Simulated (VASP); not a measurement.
# C (P6_3/mmc) in VASP: settings compared, part 2 of 2

VASP 6.6.1. The steps go on from the part before.

**4. Single point, revPBE+D3(BJ)**

This run uses another cell than the first one, of 5.67 Å³/atom.

INCAR

```
PREC     = Accurate       # precision mode
ENCUT    = 520            # plane-wave cutoff, eV
EDIFF    = 1E-7           # SCF threshold, eV
ISMEAR   = -1             # smearing method
SIGMA    = 0.05           # smearing width, eV
LREAL    = F              # projectors in reciprocal space
LASPH    = T              # aspherical terms in the spheres
NELM     = 60             # most SCF steps
ALGO     = Normal         # electronic algorithm
ISIF     = 2              # what is computed and relaxed
LWAVE    = F              # write WAVECAR
LCHARG   = F              # write CHGCAR
GGA      = RE             # functional
IVDW     = 12             # dispersion correction
NBANDS   = 26             # bands
```

KPOINTS

```
regular mesh
0
Gamma
  12 12 4
```

POSCAR

```
C
1.0
    2.5221000000      0.0000000000      0.0000000000
   -1.2610500000      2.1842026709      0.0000000000
    0.0000000000      0.0000000000      8.2371000000
C
8
Direct
    0.6666666667      0.3333333333      0.8437500000
    0.3333333333      0.6666666667      0.3437500000
    0.6666666667      0.3333333333      0.6562500000
    0.3333333333      0.6666666667      0.1562500000
    0.0000000000      0.0000000000      0.9062500000
    0.0000000000      0.0000000000      0.4062500000
    0.0000000000      0.0000000000      0.5937500000
    0.0000000000      0.0000000000      0.0937500000
```

Potentials or basis: VASP PAW PBE potentials, release 64 (C).

Command:

```bash
$ cat potpaw_PBE.64/C/POTCAR > POTCAR
$ mpirun -np 1 vasp_std > vasp.out
```

OUTCAR:

```text
PREC = Accurate
   ENCUT = 520
   EDIFF = 1E-7
   ISMEAR = -1
   LREAL = F
   LASPH = T
   NELM = 60
   ISIF = 2
   GGA = RE
   IVDW = 12
 IVDW          = 12

 ion  position               nearest neighbor table
   1  0.667  0.333  0.844-   3 1.54   5 1.54   5 1.54   5 1.54
   2  0.333  0.667  0.344-   4 1.54   6 1.54   6 1.54   6 1.54
   3  0.667  0.333  0.656-   1 1.54   7 1.54   7 1.54   7 1.54
[... 918 lines left out ...]
  -------------------------------------------------------------------------------------
  Total      -2.17040    -2.17040     1.30304     0.00000    -0.00000     0.00000
  in kB     -76.63389   -76.63389    46.00854     0.00000    -0.00000     0.00000
  external pressure =      -35.75 kB  Pullay stress =        0.00 kB

 VOLUME and BASIS-vectors are now :
 -----------------------------------------------------------------------------
  energy-cutoff  :      520.00
  volume of cell :       45.38
      direct lattice vectors                 reciprocal lattice vectors
     2.522100000  0.000000000  0.000000000     0.396494984  0.228916486  0.000000000
    -1.261050000  2.184202671  0.000000000     0.000000000  0.457832972  0.000000000
     0.000000000  0.000000000  8.237100000     0.000000000  0.000000000  0.121401950

 POSITION                                       TOTAL-FORCE (eV/Angst)
 -----------------------------------------------------------------------------------
      1.26105      0.72807      6.95005         0.000000     -0.000000      0.318889
     -0.00000      1.45614      2.83150        -0.000000      0.000000      0.318889
      1.26105      0.72807      5.40560        -0.000000     -0.000000     -0.318889
     -0.00000      1.45614      1.28705         0.000000      0.000000     -0.318889
      0.00000      0.00000      7.46487        -0.000000      0.000000      0.324957
      0.00000      0.00000      3.34632        -0.000000     -0.000000      0.324957
      0.00000      0.00000      4.89078        -0.000000      0.000000     -0.324957
      0.00000      0.00000      0.77223        -0.000000     -0.000000     -0.324957
 -----------------------------------------------------------------------------------
    total drift:                               -0.000000      0.000000      0.000000

  FREE ENERGIE OF THE ION-ELECTRON SYSTEM (eV)
  ---------------------------------------------------
  free  energy   TOTEN  =       -72.5740148700 eV

  energy  without entropy=      -72.5740148700  energy(sigma->0) =      -72.57401487
```

It took 72 s on 1 thread of Intel Xeon 8259CL, shared host; peak memory 0.21 GiB.

What came out:

* Free energy: -72.5740 eV
* Pressure: -3.6 GPa
* Largest force: 0.325 eV/Å
* Band gap on the k mesh: 4.41 eV (least direct gap 5.18 eV)
* Dispersion energy per atom: -0.395 eV

Forces on the atoms (eV/Å):
```
C    0.000  0.000  0.319
C    0.000  0.000  0.319
C    0.000  0.000 -0.319
C    0.000  0.000 -0.319
C    0.000  0.000  0.325
C    0.000  0.000  0.325
C    0.000  0.000 -0.325
C    0.000  0.000 -0.325
```

Caveat: the cell stands under tension; the PAW data sets were made with another functional, which shifts forces and pressure a little.

**5. Single point, revPBE+D3(BJ)**

This run uses another cell than the first one, of 5.79 Å³/atom.

INCAR

```
PREC     = Accurate       # precision mode
ENCUT    = 520            # plane-wave cutoff, eV
EDIFF    = 1E-6           # SCF threshold, eV
ISMEAR   = -1             # smearing method
SIGMA    = 0.05           # smearing width, eV
LREAL    = False          # projectors in reciprocal space
LASPH    = True           # aspherical terms in the spheres
NELM     = 100            # most SCF steps
ALGO     = Normal         # electronic algorithm
ISIF     = 2              # what is computed and relaxed
LWAVE    = False          # write WAVECAR
LCHARG   = False          # write CHGCAR
GGA      = RE             # functional
IVDW     = 12             # dispersion correction
NBANDS   = 26             # bands
```

KPOINTS is that of step 4.

Edit POSCAR of step 4 so:

```diff
@@ -2,5 +2,5 @@
 1.0
-    2.5221000000      0.0000000000      0.0000000000
-   -1.2610500000      2.1842026709      0.0000000000
-    0.0000000000      0.0000000000      8.2371000000
+    2.5388031358      0.0000000000      0.0000000000
+   -1.2694015679      2.1986680108      0.0000000000
+    0.0000000000      0.0000000000      8.2916519209
 C
```

Potentials or basis: VASP PAW PBE potentials, release 64 (C).

Command:

```bash
$ cat potpaw_PBE.64/C/POTCAR > POTCAR
$ mpirun -np 1 vasp_std > vasp.out
```

OUTCAR:

```text
PREC = Accurate
   ENCUT = 520
   EDIFF = 1E-6
   ISMEAR = -1
   LREAL = False
   LASPH = True
   NELM = 100
   ISIF = 2
   GGA = RE
   IVDW = 12
 IVDW          = 12

 ion  position               nearest neighbor table
   1  0.667  0.333  0.844-   3 1.55   5 1.55   5 1.55   5 1.55
   2  0.333  0.667  0.344-   4 1.55   6 1.55   6 1.55   6 1.55
   3  0.667  0.333  0.656-   1 1.55   7 1.55   7 1.55   7 1.55
   4  0.333  0.667  0.156-   2 1.55   8 1.55   8 1.55   8 1.55
   5  0.000  0.000  0.906-   8 1.55   1 1.55   1 1.55   1 1.55
   6  0.000  0.000  0.406-   7 1.55   2 1.55   2 1.55   2 1.55
[... 916 lines left out ...]
  Total      -4.52141    -4.52141    -1.15822     0.00000     0.00000     0.00000
  in kB    -156.51438  -156.51438   -40.09340     0.00000     0.00000     0.00000
  external pressure =     -117.71 kB  Pullay stress =        0.00 kB

 VOLUME and BASIS-vectors are now :
 -----------------------------------------------------------------------------
  energy-cutoff  :      520.00
  volume of cell :       46.28
      direct lattice vectors                 reciprocal lattice vectors
     2.538803136  0.000000000  0.000000000     0.393886389  0.227410413  0.000000000
    -1.269401568  2.198668011  0.000000000     0.000000000  0.454820826  0.000000000
     0.000000000  0.000000000  8.291651921     0.000000000  0.000000000  0.120603230

 POSITION                                       TOTAL-FORCE (eV/Angst)
 -----------------------------------------------------------------------------------
      1.26940      0.73289      6.99608        -0.000000      0.000000      0.308585
     -0.00000      1.46578      2.85026        -0.000000      0.000000      0.308585
      1.26940      0.73289      5.44140         0.000000      0.000000     -0.308585
     -0.00000      1.46578      1.29557        -0.000000     -0.000000     -0.308585
      0.00000      0.00000      7.51431         0.000000      0.000000      0.313058
      0.00000      0.00000      3.36848        -0.000000     -0.000000      0.313058
      0.00000      0.00000      4.92317         0.000000      0.000000     -0.313058
      0.00000      0.00000      0.77734        -0.000000      0.000000     -0.313058
 -----------------------------------------------------------------------------------
    total drift:                               -0.000000      0.000000      0.000000

  FREE ENERGIE OF THE ION-ELECTRON SYSTEM (eV)
  ---------------------------------------------------
  free  energy   TOTEN  =       -72.5316884614 eV

  energy  without entropy=      -72.5316884613  energy(sigma->0) =      -72.53168846
```

stdout:

```text
POSCAR found type information on POSCAR C
 POSCAR found :  1 types and       8 ions
 scaLAPACK will be used
 -----------------------------------------------------------------------------
|                                                                             |
|                                                                             |
|     You enforced a specific xc type in the INCAR file but a different       |
|     I HOPE YOU KNOW WHAT YOU ARE DOING!                                     |
|                                                                             |
 -----------------------------------------------------------------------------

 LDA part: xc-table for (Slater+PW92), standard interpolation
 POSCAR, INCAR and KPOINTS ok, starting setup
 FFT: planning ... GRIDC
 FFT: planning ... GRID_SOFT
 FFT: planning ... GRID
 WAVECAR not read
 entering main loop
```

Run time: 74 s. Hardware: 1 thread of Intel Xeon 8259CL, shared host; peak memory 0.21 GiB.

Results:

* Free energy: -72.5317 eV
* Pressure: -11.8 GPa
* Largest force: 0.313 eV/Å
* Band gap on the k mesh: 4.36 eV (least direct gap 5.14 eV)
* Dispersion energy per atom: -0.388 eV

Forces in eV/Å, atoms in the order of the input:
```
C    0.000  0.000  0.309
C    0.000  0.000  0.309
C    0.000  0.000 -0.309
C    0.000  0.000 -0.309
C    0.000  0.000  0.313
C    0.000  0.000  0.313
C    0.000  0.000 -0.313
C    0.000  0.000 -0.313
```

Caveat: the cell stands under tension; the PAW data sets were made with another functional, which shifts forces and pressure a little. A k mesh can miss the band edges.

**6. Single point, revPBE+D3(BJ)**

This run uses another cell than the first one, of 5.90 Å³/atom.

INCAR

```
PREC     = Accurate       # precision mode
ENCUT    = 520            # plane-wave cutoff, eV
EDIFF    = 1E-6           # SCF threshold, eV
ISMEAR   = -1             # smearing method
SIGMA    = 0.05           # smearing width, eV
LREAL    = F              # projectors in reciprocal space
LASPH    = T              # aspherical terms in the spheres
NELM     = 80             # most SCF steps
ALGO     = Normal         # electronic algorithm
ISIF     = 2              # what is computed and relaxed
LWAVE    = F              # write WAVECAR
LCHARG   = F              # write CHGCAR
GGA      = RE             # functional
IVDW     = 12             # dispersion correction
NBANDS   = 26             # bands
```

KPOINTS

```
Automatic mesh
0
Gamma
  12 12 4
```

Edit POSCAR of step 5 so:

```diff
@@ -2,5 +2,5 @@
 1.0
-    2.5388031358      0.0000000000      0.0000000000
-   -1.2694015679      2.1986680108      0.0000000000
-    0.0000000000      0.0000000000      8.2916519209
+    2.5552893324      0.0000000000      0.0000000000
+   -1.2776446662      2.2129454759      0.0000000000
+    0.0000000000      0.0000000000      8.3454953252
 C
```

Potentials or basis: VASP PAW PBE potentials, release 64 (C).

Command:

```bash
$ cat potpaw_PBE.64/C/POTCAR > POTCAR
$ mpirun -np 1 vasp_std > vasp.out
```

OUTCAR:

```text
PREC = Accurate
   ENCUT = 520
   EDIFF = 1E-6
   ISMEAR = -1
   LREAL = F
   LASPH = T
   NELM = 80
   ISIF = 2
   GGA = RE
   IVDW = 12
 IVDW          = 12

 ion  position               nearest neighbor table
   1  0.667  0.333  0.844-   3 1.56   5 1.56   5 1.56   5 1.56
   2  0.333  0.667  0.344-   4 1.56   6 1.56   6 1.56   6 1.56
   3  0.667  0.333  0.656-   1 1.56   7 1.56   7 1.56   7 1.56
[... 918 lines left out ...]
  -------------------------------------------------------------------------------------
  Total      -6.74855    -6.74855    -3.49107    -0.00000     0.00000     0.00000
  in kB    -229.11754  -229.11754  -118.52394    -0.00000     0.00000     0.00000
  external pressure =     -192.25 kB  Pullay stress =        0.00 kB

 VOLUME and BASIS-vectors are now :
 -----------------------------------------------------------------------------
  energy-cutoff  :      520.00
  volume of cell :       47.19
      direct lattice vectors                 reciprocal lattice vectors
     2.555289332  0.000000000  0.000000000     0.391345116  0.225943208  0.000000000
    -1.277644666  2.212945476  0.000000000     0.000000000  0.451886416  0.000000000
     0.000000000  0.000000000  8.345495325     0.000000000  0.000000000  0.119825123

 POSITION                                       TOTAL-FORCE (eV/Angst)
 -----------------------------------------------------------------------------------
      1.27764      0.73765      7.04151        -0.000000      0.000000      0.298762
     -0.00000      1.47530      2.86876         0.000000     -0.000000      0.298762
      1.27764      0.73765      5.47673        -0.000000      0.000000     -0.298762
     -0.00000      1.47530      1.30398         0.000000     -0.000000     -0.298762
      0.00000      0.00000      7.56311         0.000000     -0.000000      0.301804
      0.00000      0.00000      3.39036         0.000000      0.000000      0.301804
      0.00000      0.00000      4.95514         0.000000     -0.000000     -0.301804
      0.00000      0.00000      0.78239         0.000000      0.000000     -0.301804
 -----------------------------------------------------------------------------------
    total drift:                               -0.000000      0.000000      0.000000

  FREE ENERGIE OF THE ION-ELECTRON SYSTEM (eV)
  ---------------------------------------------------
  free  energy   TOTEN  =       -72.4450112001 eV

  energy  without entropy=      -72.4450112001  energy(sigma->0) =      -72.44501120
```

OSZICAR:

```text
N       E                     dE             d eps       ncg     rms          rms(c)
DAV:   1     0.675771599488E+02    0.67577E+02   -0.16496E+04  2964   0.119E+03
DAV:   2    -0.662449648206E+02   -0.13382E+03   -0.12604E+03  3858   0.227E+02
DAV:   3    -0.713903815025E+02   -0.51454E+01   -0.51011E+01  4000   0.391E+01
DAV:   4    -0.714439130280E+02   -0.53532E-01   -0.53433E-01  3842   0.425E+00
DAV:   5    -0.714449134318E+02   -0.10004E-02   -0.99980E-03  3960   0.531E-01    0.108E+01
DAV:   6    -0.699038214936E+02    0.15411E+01   -0.97693E-01  3468   0.524E+00    0.649E+00
DAV:   7    -0.693965778079E+02    0.50724E+00   -0.12439E+00  3554   0.618E+00    0.124E+00
DAV:   8    -0.694018415839E+02   -0.52638E-02   -0.32537E-02  3804   0.958E-01    0.102E-01
DAV:   9    -0.694021803027E+02   -0.33872E-03   -0.78060E-04  3888   0.175E-01    0.388E-02
DAV:  10    -0.694022905139E+02   -0.11021E-03   -0.13160E-04  3610   0.789E-02    0.124E-02
DAV:  11    -0.694022930853E+02   -0.25714E-05   -0.52481E-06  3816   0.153E-02    0.287E-03
DAV:  12    -0.694022935336E+02   -0.44826E-06   -0.18201E-07  2624   0.293E-03
   1 F= -.72445011E+02 E0= -.72445011E+02  d E =-.920102E-10
```

Run time: 74 s. Hardware: 1 thread of Intel Xeon 8259CL, shared host; peak memory 0.21 GiB.

Results:

```
Free energy                : -72.4450 eV
Pressure                   : -19.2 GPa
Largest force              : 0.302 eV/Å
Band gap on the k mesh     : 4.32 eV (least direct gap 5.10 eV)
Dispersion energy per atom : -0.380 eV
```

Forces in eV/Å, atoms in the order of the input:
```
C    0.000  0.000  0.299
C    0.000  0.000  0.299
C    0.000  0.000 -0.299
C    0.000  0.000 -0.299
C    0.000  0.000  0.302
C    0.000  0.000  0.302
C    0.000  0.000 -0.302
C    0.000  0.000 -0.302
```

Stress tensor (GPa, compression positive):
```
-22.91   0.00   0.00
  0.00 -22.91   0.00
  0.00   0.00 -11.85
```

Caveat: the cell stands under tension; the PAW data sets were made with another functional, which shifts forces and pressure a little. Expect the measured gap to be larger: semilocal functionals such as revPBE lack the derivative discontinuity.

**7. Summary**

```csv
level,cell,gap on the mesh (eV),pressure (GPa),largest force (eV/Å)
revPBE+D3(BJ),"a = 2.505, b = 2.505, c = 8.182 Å, angles 90.0, 90.0, 120.0°, 8 atoms, atomic positions A",4.45,5.4,0.34
PBE+D3(BJ),"a = 2.508, b = 2.508, c = 8.271 Å, angles 90.0, 90.0, 120.0°, 8 atoms, atomic positions B",4.56,0.7,-
revPBE+D3(BJ),"a = 2.522, b = 2.522, c = 8.237 Å, angles 90.0, 90.0, 120.0°, 8 atoms, atomic positions A",4.41,-3.6,0.32
revPBE+D3(BJ),"a = 2.539, b = 2.539, c = 8.292 Å, angles 90.0, 90.0, 120.0°, 8 atoms, atomic positions A",4.36,-11.8,0.31
revPBE+D3(BJ),"a = 2.555, b = 2.555, c = 8.345 Å, angles 90.0, 90.0, 120.0°, 8 atoms, atomic positions A",4.32,-19.2,0.30
```

Alike in all rows: task single point; potentials or basis VASP PAW PBE potentials, release 64 (C); no spin polarisation; k mesh 12 × 12 × 4; cutoff (eV) 520; smearing fermi-dirac 0.05 eV.

Caveats: the PAW data sets were made with another functional, which shifts forces and pressure a little (at least some runs); the cell stands under tension (at least some runs); the cell stands under pressure (at least some runs).

Total energies depend on the potentials used, so only differences within one code and one set of settings carry meaning.
